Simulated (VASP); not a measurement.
Write the native input for VASP 6.6.1 that does the following.

| Property | Result |
| --- | --- |
| Task | single point |
| Functional | LDA |
| Potentials or basis | VASP PAW LDA potentials, release 64 (Zr_sv, B) |
| Cutoff | 520 eV |
| k mesh | 18 × 18 × 12 |
| Occupations | gaussian, width 0.15 eV |
| Spin | no spin polarisation |
| Dipole correction | no |
| Further INCAR settings | ALGO = Normal; EDIFF = 1e-06; NBANDS = 16 |

The structure of ZrB2 lies in POSCAR:

```
ZrB2
1.0
    3.0084048729      0.0000000000      0.0000000000
   -1.5042024365      2.6053550447      0.0000000000
    0.0000000000      0.0000000000      3.7827682871
Zr B
1 2
Direct
    0.0000000000      0.0000000000      0.0000000000
    0.3333333333      0.6666666667      0.5000000000
    0.6666666667      0.3333333333      0.5000000000
```

These files were run (other wordings do the same):

INCAR

```
SYSTEM = ZrB2
ALGO = Normal
EDIFF = 1E-6
ENCUT = 520
ISIF = 2
ISMEAR = 0
LASPH = .True.
LCHARG = .True.
LELF = .True.
LREAL = .False.
LVHAR = .True.
LWAVE = .False.
NBANDS = 16
NELM = 80
PREC = Accurate
SIGMA = 0.15
```

KPOINTS

```
k-points
0
Gamma
  18 18 12
  0 0 0
```

Potentials or basis: VASP PAW LDA potentials, release 64 (Zr_sv, B).

Run with:

```bash
$ cat potpaw_LDA.64/Zr_sv/POTCAR potpaw_LDA.64/B/POTCAR > POTCAR
$ mpirun -np 1 vasp_std > vasp.out
```

Results of the run:

```json
{
  "Pressure": "3.5 GPa",
  "Band gap on the k mesh": "zero (bands 9 and 10 overlap by 0.99 eV)"
}
```

Caveat: the stress differs along the axes, from -25 to 18 GPa.

Wall time 56 s on 1 thread of AMD EPYC 9R45 96-Core Processor (Zen 5) (shared host), peak memory 0.19 GiB.
